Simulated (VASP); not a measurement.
# SiC: single point with PBE

The system is SiC.

```
CELL_PARAMETERS angstrom
3.15258 0.00000 0.00000
-1.57629 2.73021 0.00000
0.00000 0.00000 5.17381
ATOMIC_POSITIONS crystal
Si 0.33333 0.66667 0.49958
Si 0.66667 0.33333 0.99958
C 0.33333 0.66667 0.87542
C 0.66667 0.33333 0.37542
```

This cell differs from its parent crystal: volume changed by +6%.

```yaml
Program: VASP 6.6.1
Task: single point
Functional: PBE
Potentials_or_basis: VASP PAW PBE potentials, release 64 (Si, C)
Cutoff: 520 eV
k_mesh: 9 × 9 × 4
Occupations: gaussian, width 0.01 eV
Spin: no spin polarisation
```

```json
{"Pressure": "-11.1 GPa", "Largest force": "0.011 eV/Å", "Band gap on the k mesh": "2.40 eV, indirect (least direct gap 3.86 eV)"}
```

Forces in eV/Å, atoms in the order of the input:
```
Si   0.000  0.000 -0.011
Si   0.000  0.000 -0.011
C    0.000  0.000  0.011
C    0.000  0.000  0.011
```

Stress tensor (GPa, compression positive):
```
-11.19   0.00   0.00
  0.00 -11.19   0.00
  0.00   0.00 -10.94
```

Levels at points of the mesh, in eV from the valence-band top:
```csv
k point,band 6,band 7,band 8,band 9,band 10,band 11
"(0.00, 0.00, 0.00)",-0.11,0.00,0.00,4.20,5.42,6.24
"(0.00, 0.00, 0.50)",-0.69,-0.69,-0.69,5.27,5.27,6.96
```

It took 12 s on 1 thread of AMD EPYC 9R45 (Zen 5), with other jobs on the host, peak memory 0.13 GiB.

 A k mesh can miss the band edges.
